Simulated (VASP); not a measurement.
## Zr2Si3: single point with PBE

Zr2Si3:

```
Zr Si
1.0
     4.50178    0.00000    0.00000
    -2.25089    3.89865    0.00000
     0.00000    0.00000    5.24028
Zr Si
2 3
Direct
  0.66667 0.33333 0.50000
  0.33333 0.66667 0.00000
  0.00000 0.00000 0.75229
  0.00000 0.00000 0.24771
  0.66667 0.33333 0.00000
```

```yaml
Program: VASP 6.6.1
Task: single point
Functional: PBE
Potentials_or_basis: VASP PAW PBE potentials, release 64 (Zr_sv, Si)
Cutoff: 520 eV
k_mesh: 12 × 12 × 8
Occupations: gaussian, width 0.1 eV
Spin: no spin polarisation
Dipole_correction: no
Further_INCAR_settings: ALGO = Normal; EDIFF = 1e-06; NBANDS = 26
```

```yaml
Pressure: 0.0 GPa
Band_gap_on_the_k_mesh: zero (band 18 reaches 9.92 eV, above the bottom of band 19 at 8.85 eV)
```

Levels at points of the mesh, in eV from the Fermi level:
```tsv
k point	band 14	band 15	band 16	band 17	band 18	band 19	band 20	band 21	band 22	band 23
(0.00, 0.00, 0.00)	-3.38	-1.31	-1.31	-0.92	-0.92	-0.15	-0.15	0.81	1.87	2.27
(0.50, 0.00, 0.00)	-3.33	-2.76	-2.48	-0.70	-0.43	0.59	1.36	1.63	2.25	2.61
(0.00, 0.00, 0.50)	-3.17	-2.49	-2.49	-0.50	0.84	0.84	0.97	0.97	2.13	2.13
(0.50, 0.00, 0.50)	-2.52	-2.28	-2.10	-0.31	-0.15	0.41	0.82	1.30	1.45	2.54
```

Wall time 85 s on 1 thread of Intel(R) Xeon(R) 6975P-C (Granite Rapids) (shared host), peak memory 0.34 GiB.
